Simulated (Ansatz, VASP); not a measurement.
# Re: VASP beside Ansatz

```
Re
1.0
     2.77013    0.00000    0.00000
    -1.38506    2.39900    0.00000
     0.00000    0.00000    4.50797
Re
2
Cartesian
  0.0000 1.5993 1.1270
  1.3851 0.7997 3.3810
```

Alike in both runs: functional PBE; k mesh 8 × 8 × 4; occupations gaussian, width 0.05 eV; no spin polarisation.

Ansatz relaxed the structure, and its values are those at the end. VASP's run is a single point on that final structure, the one shown.

```csv
,VASP,Ansatz
version,VASP 6.6.1,Ansatz 0.2.0
potentials or method,"VASP PAW PBE potentials, release 64 (Re), cutoff 520 eV","scalar-relativistic, plane waves, PAW"
valence electrons in the cell,14,30
```

```tsv
	VASP	Ansatz	Ansatz less VASP
gap on the k mesh at the Fermi level (eV)	none	none	-
pressure (GPa)	-0.6	0.0	+0.57
```

A gap of «none» marks a metal or a gap that the smearing closes. With one functional, cell and mesh, what is left measures potentials, basis and numerics. VASP's potentials hold 14 valence electrons a cell and Ansatz's 30, so a difference there can come from the potentials and not from the codes.

Neither program's run includes spin-orbit coupling.
